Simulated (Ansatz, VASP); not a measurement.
**One calculation of AlGa3N4, two programs**

File INCAR:

```
PREC     = Accurate       # precision mode
ENCUT    = 520            # plane-wave cutoff, eV
EDIFF    = 1E-6           # SCF threshold, eV
ISMEAR   = 0              # smearing method
SIGMA    = 0.05           # smearing width, eV
LREAL    = False          # projectors in reciprocal space
LASPH    = True           # aspherical terms in the spheres
NELM     = 80             # most SCF steps
ALGO     = Normal         # electronic algorithm
ISIF     = 2              # what is computed and relaxed
LWAVE    = False          # write WAVECAR
LCHARG   = False          # write CHGCAR
NBANDS   = 41             # bands
```

Contents of KPOINTS:

```
Automatic mesh
0
Gamma
  6 6 6
```

POSCAR

```
AlGa3N4
1.0
    4.4267521656     -0.0515716627     -0.0515716627
   -0.0515716627      4.4267521656     -0.0515716627
   -0.0515716627     -0.0515716627      4.4267521656
Al Ga N
1 3 4
Direct
    0.0000000000      0.0000000000      0.0000000000
    0.5000000000      0.5000000000      0.0000000000
    0.5000000000      0.0000000000      0.5000000000
    0.0000000000      0.5000000000      0.5000000000
    0.7548078379      0.7548078379      0.2451921621
    0.7548078379      0.2451921621      0.7548078379
    0.2451921621      0.7548078379      0.7548078379
    0.2451921621      0.2451921621      0.2451921621
```

Input for Ansatz:

```yaml
crystal:
  lattice:
    - [4.4267521656, -0.0515716627, -0.0515716627]
    - [-0.0515716627, 4.4267521656, -0.0515716627]
    - [-0.0515716627, -0.0515716627, 4.4267521656]
  atoms:
    - { symbol: Al, position: [0.0, 0.0, 0.0] }
    - { symbol: Ga, position: [0.5, 0.5, 0.0] }
    - { symbol: Ga, position: [0.5, 0.0, 0.5] }
    - { symbol: Ga, position: [0.0, 0.5, 0.5] }
    - { symbol: "N", position: [0.7548078379, 0.7548078379, 0.2451921621] }
    - { symbol: "N", position: [0.7548078379, 0.2451921621, 0.7548078379] }
    - { symbol: "N", position: [0.2451921621, 0.7548078379, 0.7548078379] }
    - { symbol: "N", position: [0.2451921621, 0.2451921621, 0.2451921621] }
basis:
  ecutwfc: 520.0
kpoints:
  mp_grid: { grid: [6, 6, 6] }
hamiltonian:
  xc: lda
  pseudopotentials: { kind: paw, azcp: { folder: soft_1 } }
scf:
  occupations: { method: gaussian, width: 0.05 }
output:
  forces: true
  stress: true
  eigenvalues: true
```

Change from the starting cell: equal engineering shear yz, xz and xy -0.0233, equal normal strain along x, y and z +0.0000.

Alike in both runs: task single point; functional LDA; k mesh 6 × 6 × 6; occupations gaussian, width 0.05 eV; no spin polarisation.

|  | VASP | Ansatz |
| --- | --- | --- |
| version | VASP 6.6.1 | Ansatz 0.2.0 |
| potentials or method | VASP PAW LDA potentials, release 64 (Al, Ga_d, N), cutoff 520 eV | scalar-relativistic, plane waves, PAW |
| valence electrons in the cell | 62 | 62 |

Ansatz gave:

```
gap on the k mesh at the Fermi level (eV)                     : 2.45
least direct gap on the mesh (eV)                             : 2.45
pressure (GPa)                                                : 0.5
traceless stress, the component that is largest in VASP (GPa) : 5.15
rms of the force components (eV/Å)                            : 0.252
```

Estimate VASP's values.

gap on the k mesh at the Fermi level (eV): 2.45; least direct gap on the mesh (eV): 2.45; pressure (GPa): 1.5; traceless stress, the component that is largest in VASP (GPa): 5.23; rms of the force components (eV/Å): 0.262.

Ansatz warns that its potentials were made for another functional, while VASP's fit it. LDA's correlation is that of Perdew and Zunger in VASP and of Perdew and Wang (1992) in Ansatz. Atom by atom the forces differ by 0.016 eV/Å (rms over components).
